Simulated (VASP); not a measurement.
The system is TeP2.

```
CELL_PARAMETERS angstrom
4.78070 -2.71151 0.00000
4.78070 2.71151 0.00000
0.00000 0.00000 5.03270
ATOMIC_POSITIONS crystal
Te 0.82247 0.17753 0.75000
Te 0.17753 0.82247 0.25000
P 0.47566 0.84634 0.75000
P 0.15366 0.52434 0.75000
P 0.84634 0.47566 0.25000
P 0.52434 0.15366 0.25000
```

The cell was generated, and may not be a known phase.

```yaml
Program: VASP 6.6.1
Task: relaxation of cell and atoms
Functional: PBE
Potentials_or_basis: VASP PAW PBE potentials, release 64 (Te, P)
Cutoff: 600 eV
k_mesh: 4 × 4 × 4
Occupations: gaussian, width 0.1 eV
Spin: no spin polarisation
```

At the start: pressure -6.5 GPa; volume 21.75 Å³/atom.

**Question.** How do energy, volume and symmetry change on relaxing?

**Answer.** Over 77 steps the energy falls by 644.6 meV/atom and the volume is 20.59 Å³/atom (-5.3 %); space group Cmcm (No. 63, to 0.1 Å) before, Fmmm (No. 69, to 0.1 Å).

The path:
```tsv
step	energy change (eV)	largest force (eV/Å)	pressure (GPa)	volume (Å³)
1	0.0000	0.8742	-6.50	130.48
3	-0.3706	1.1266	1.03	115.76
5	-0.7817	0.4467	3.87	112.76
7	-0.9752	0.3281	-1.29	121.48
9	-1.0455	0.2532	-1.24	122.46
11	-1.0603	0.2164	-0.73	122.41
13	-1.0811	0.1955	0.99	118.95
15	-1.1101	0.2436	0.49	118.83
17	-1.1384	0.3952	0.01	118.49
19	-1.3777	0.6161	0.95	117.08
21	-2.2131	1.1480	12.71	110.99
23	-2.2750	0.8520	9.74	112.03
25	-2.2893	0.8955	9.93	112.12
27	-2.3445	1.0747	10.68	112.51
29	-2.4474	1.1154	11.42	113.76
31	-2.8155	0.8759	6.91	120.51
33	-2.8730	0.8198	4.55	124.94
35	-3.0806	0.7010	2.28	127.32
37	-3.2184	0.6095	-1.13	131.62
39	-3.3664	0.4132	0.17	128.87
41	-3.4097	0.2162	1.38	126.72
43	-3.4467	0.1922	-0.72	130.27
45	-3.5061	0.2578	0.20	127.94
47	-3.4528	0.3185	5.48	117.16
49	-3.6010	0.3912	3.62	120.42
51	-3.6172	0.3659	3.03	121.49
53	-3.6380	0.3583	3.09	121.10
55	-3.6415	0.3616	3.16	120.84
57	-3.6883	0.3184	2.31	121.99
59	-3.7832	0.1371	-1.02	127.19
61	-3.7973	0.1639	-1.16	127.38
63	-3.8194	0.2253	-0.12	125.46
65	-3.8221	0.2243	-0.07	125.28
67	-3.8350	0.2063	0.79	123.18
69	-3.8446	0.1689	0.45	123.51
71	-3.8572	0.0822	-0.83	124.97
73	-3.8634	0.0759	-0.22	124.01
75	-3.8649	0.0717	-0.01	123.67
77	-3.8678	0.0335	0.10	123.53
```

Final structure:
```
Te P
1.0
     5.26016   -2.38871    0.00000
     5.26016    2.38871    0.00000
     0.00000    0.00000    4.91552
Te P
2 4
Direct
  0.75345 0.24655 0.75000
  0.24655 0.75345 0.25000
  0.75091 0.75242 0.75000
  0.24758 0.24909 0.75000
  0.75242 0.75091 0.25000
  0.24909 0.24758 0.25000
```
